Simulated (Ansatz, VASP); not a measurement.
**TiC: VASP beside Ansatz**

```
CELL_PARAMETERS angstrom
0.00000 -2.16646 -2.16646
0.00000 2.16646 -2.16646
4.33292 0.00000 0.00000
ATOMIC_POSITIONS crystal
Ti 0.50000 0.50000 0.50000
Ti 0.00000 0.00000 0.00000
C 0.50000 0.50000 0.00000
C 0.00000 0.00000 0.50000
```

Alike in both runs: task single point; functional PBE; k mesh 20 × 20 × 14; occupations gaussian, width 0.15 eV; no spin polarisation.

|  | VASP | Ansatz |
| --- | --- | --- |
| version | VASP 6.6.1 | Ansatz 0.2.0 |
| potentials or method | VASP PAW PBE potentials, release 64 (Ti_sv, C), cutoff 520 eV | scalar-relativistic, plane waves, PAW |
| valence electrons in the cell | 32 | 32 |

```csv
,VASP,Ansatz,Ansatz less VASP
gap on the k mesh at the Fermi level (eV),none,none,-
pressure (GPa),0.2,0.0,-0.21
```

A gap of «none» marks a metal or a gap that the smearing closes.
